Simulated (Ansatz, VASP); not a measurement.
Two plane-wave programs on BeB3N3

```
Be B N
1.0
     4.86816    0.00000    0.00000
    -2.43408    4.21595    0.00000
     0.00000    0.00000    3.73855
Be B N
1 3 3
Direct
  0.00000 0.00000 0.89534
  0.00000 0.00000 0.39804
  0.33333 0.66667 0.62719
  0.66667 0.33333 0.62719
  0.50000 0.00000 0.62865
  0.00000 0.50000 0.62865
  0.50000 0.50000 0.62865
```

Alike in both runs: functional PBE; k mesh 6 × 6 × 4; occupations gaussian, width 0.1 eV; no spin polarisation.

Ansatz relaxed the structure, and its values are those at the end. VASP's run is a single point on that final structure, the one shown.

```csv
,VASP,Ansatz
version,VASP 6.6.1,Ansatz 0.2.0
potentials or method,"VASP PAW PBE potentials, release 64 (Be, B, N), cutoff 520 eV","scalar-relativistic, plane waves, PAW"
valence electrons in the cell,26,26
```

|  | VASP | Ansatz | Ansatz less VASP |
| --- | --- | --- | --- |
| gap on the k mesh at the Fermi level (eV) | none | none | - |
| pressure (GPa) | -0.1 | 0.0 | +0.09 |
| rms of the force components (eV/Å) | 0.003 | 0.004 | +0.0007 |

A gap of «none» marks a metal or a gap that the smearing closes. With one functional, cell and mesh, what is left measures potentials, basis and numerics.

The k mesh is coarse, so the values compare programs but aren't converged.
